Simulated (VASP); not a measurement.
Here is a VASP 6.6.1 calculation.

File POSCAR:

```
MgO2
1.0
    1.6288324313      0.9404068427      3.4415691918
   -1.6288324313      0.9404068427      3.4415691918
    0.0000000000     -1.8808136853      3.4415691918
Mg O
1 2
Direct
    0.0000000000      0.0000000000      0.0000000000
    0.4287860000      0.4287860000      0.4287860000
    0.5712140000      0.5712140000      0.5712140000
```

Contents of INCAR.step1:

```
PREC = Accurate
ENCUT = 520
ISMEAR = 0
SIGMA = 0.05
LREAL = False
LASPH = True
NELM = 60
NBANDS = 14
GGA = PE
ALGO = Normal
EDIFF = 1E-4
LWAVE = True
LCHARG = False
```

File INCAR.step2:

```
PREC = Accurate
ENCUT = 520
EDIFF = 1E-6
ISMEAR = 0
SIGMA = 0.05
LREAL = False
LASPH = True
NELM = 60
ALGO = Normal
ISIF = 2
LWAVE = False
LCHARG = False
METAGGA = R2SCAN
LMIXTAU = True
NBANDS = 14
ISTART = 1
```

File KPOINTS:

```
regular mesh
0
Gamma
  12 12 12
```

Potentials or basis: VASP PAW PBE potentials, release 64 (Mg, O).

The run is started by

```sh
$ cat potpaw_PBE.64/Mg/POTCAR potpaw_PBE.64/O/POTCAR > POTCAR
$ cp INCAR.step1 INCAR
$ mpirun -np 1 vasp_std > vasp.out
$ cp INCAR.step2 INCAR
$ mpirun -np 1 vasp_std > vasp.out
```

(1) Predict the pressure.

(2) What does it give for the largest force?

(3) Estimate the band gap on the k mesh.

## Answers

(1) -5.8 GPa.

(2) 0.691 eV/Å.

(3) 3.27 eV.

Caveat: the cell differs from its parent crystal (strain +0.015 along x and y, -0.015 along z); the cell stands under tension; the PAW data sets were made with another functional, which shifts forces and pressure a little.
